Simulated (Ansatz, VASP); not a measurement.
# Nb: VASP beside Ansatz

```xyz
2
Lattice="0.0000 2.8081 2.8081 2.8081 0.0000 2.8081 2.8081 2.8081 0.0000" Properties=species:S:1:pos:R:3 pbc="T T T"
Nb    0.7020    0.7020    0.7020
Nb    4.9142    4.9142    4.9142
```

Alike in both runs: task single point; functional r2SCAN; k mesh 11 × 11 × 11; occupations fermi-dirac, width 0.1 eV; no spin polarisation.

|  | VASP | Ansatz |
| --- | --- | --- |
| version | VASP 6.6.1 | Ansatz 0.2.0 |
| potentials or method | VASP PAW PBE potentials, release 64 (Nb_sv), cutoff 520 eV | plane waves (500 eV) with PAW, scalar-relativistic |
| valence electrons in the cell | 26 | 26 |

VASP gave:

| Quantity | Value |
| --- | --- |
| pressure (GPa) | 11.5 |

Question: Estimate Ansatz's values.

Answer: Pressure (GPa): 11.4.

VASP's potentials were made for PBE, not for r2SCAN. With one functional, cell and mesh, what is left measures potentials, basis and numerics.
